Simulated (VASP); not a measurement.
Write the native input for VASP 6.6.1 that does the following.

* Task: single point
* Functional: PBE
* Potentials or basis: VASP PAW PBE potentials, release 64 (Cu, H)
* Cutoff: 520 eV
* k mesh: 6 × 6 × 6
* Occupations: gaussian, width 0.1 eV
* Spin: no spin polarisation
* Dipole correction: no
* Further INCAR settings: ALGO = Normal; EDIFF = 1e-06; NBANDS = 20

The structure of Cu2H3 lies in POSCAR:

```
Cu2H3
1.0
    1.3067637191      0.7544603850      7.4862685299
   -1.3067637191      0.7544603850      7.4862685299
    0.0000000000     -1.5089207700      7.4862685299
Cu H
2 3
Direct
    0.3903940350      0.3903940350      0.3903940350
    0.6096059650      0.6096059650      0.6096059650
    0.0000000000      0.0000000000      0.0000000000
    0.2382576280      0.2382576280      0.2382576280
    0.7617423720      0.7617423720      0.7617423720
```

These files were run (other wordings do the same):

INCAR

```
  PREC = Accurate
  ENCUT = 520
  EDIFF = 1E-6
  ISMEAR = 0
  SIGMA = 0.1
  LREAL = False
  LASPH = True
  NELM = 100
  ALGO = Normal
  ISIF = 2
  LWAVE = False
  LCHARG = True
  GGA = PE
  LELF = True
  LVHAR = True
  NBANDS = 20
```

KPOINTS

```
Automatic mesh
0
Gamma
  6 6 6
```

Potentials or basis: VASP PAW PBE potentials, release 64 (Cu, H).

Command:

```bash
$ cat potpaw_PBE.64/Cu/POTCAR potpaw_PBE.64/H/POTCAR > POTCAR
$ mpirun -np 1 vasp_std > vasp.out
```

Results of the run:

The pressure is 0.3 GPa. The largest force is 0.019 eV/Å. The band gap on the k mesh is zero (an odd number of electrons rules out a gap without spin polarisation).

Caveat: the k points lie up to 0.47 Å⁻¹ apart, too coarse for converged energies and pressures of a metal; an odd number of electrons without spin polarisation forces a metal; a magnetic or distorted state may lie lower.

Wall time 3.8 min on 1 thread of Oxide Virtual Turin-like Processor, with other jobs on the host, peak memory 0.42 GiB.
